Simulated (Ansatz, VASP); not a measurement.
## One calculation of ZnS, two programs

```
CELL_PARAMETERS angstrom
3.81100 0.00000 0.00000
-1.90550 3.30042 0.00000
0.00000 0.00000 6.23400
ATOMIC_POSITIONS crystal
Zn 0.66667 0.33333 0.50000
Zn 0.33333 0.66667 0.00000
S 0.66667 0.33333 0.88500
S 0.33333 0.66667 0.38500
```

Alike in both runs: task single point; functional PBE-based screened hybrid; k mesh 4 × 4 × 3; occupations fermi-dirac, width 0.05 eV; no spin polarisation.

|  | VASP | Ansatz |
| --- | --- | --- |
| version | VASP 6.6.1 | Ansatz 0.2.0 |
| potentials or method | VASP PAW PBE potentials, release 64 (Zn, S) | Ansatz PAW |
| plane-wave cutoff (eV) | 520 | 420 |
| valence electrons in the cell | 36 | 36 |

```tsv
	VASP	Ansatz	Ansatz less VASP
gap on the k mesh at the Fermi level (eV)	2.98	2.98	+0.003
least direct gap on the mesh (eV)	2.98	2.98	+0.003
pressure (GPa)	2.1	2.1	-0.09
traceless stress, the component that is largest in VASP (GPa)	-1.68	-1.68	+0.004
rms of the force components (eV/Å)	0.194	0.193	-0.0012
```

VASP's potentials were made for PBE, not for PBE-based screened hybrid. Atom by atom the forces differ by 0.001 eV/Å (rms over components).

The k mesh is coarse, so the values compare programs but aren't converged. Noted on Ansatz's run: odd divisions of the mesh miss points on the zone boundary, where band edges often lie, so the gap on the mesh can be too wide.
